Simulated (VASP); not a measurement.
Input of a VASP 6.6.1 run:

File INCAR:

```
SYSTEM = W
  ALGO = Fast
  EDIFF = 1E-7
  ENCUT = 520
  ISIF = 2
  ISMEAR = 0
  LASPH = .True.
  LCHARG = .False.
  LREAL = .False.
  LWAVE = .False.
  NBANDS = 13
  NELM = 60
  PREC = Accurate
  SIGMA = 0.15
```

KPOINTS

```
k-points
0
Gamma
  22 22 22
  0 0 0
```

File POSCAR:

```
W
1.0
    0.0000000000      1.8968335396      2.2136047407
    1.8968335396      0.0000000000      2.2136047407
    1.8968335396      1.8968335396      0.0000000000
W
1
Direct
    0.0000000000      0.0000000000      0.0000000000
```

Potentials or basis: VASP PAW LDA potentials, release 64 (W_sv).

Run with:

```sh
$ cat potpaw_LDA.64/W_sv/POTCAR > POTCAR
$ mpirun -np 1 vasp_std > vasp.out
```

**Question.** Estimate the pressure.

**Answer.** -2.3 GPa.

**Question.** Estimate the band gap on the k mesh.

**Answer.** Zero (bands 7 and 8 overlap by 4.74 eV).

Stress tensor (GPa, compression positive):
```
-3.84  0.00  0.00
 0.00 -3.84  0.00
 0.00  0.00  0.66
```

Caveat: spin-orbit coupling is left out, which moves the levels of the heavy elements.
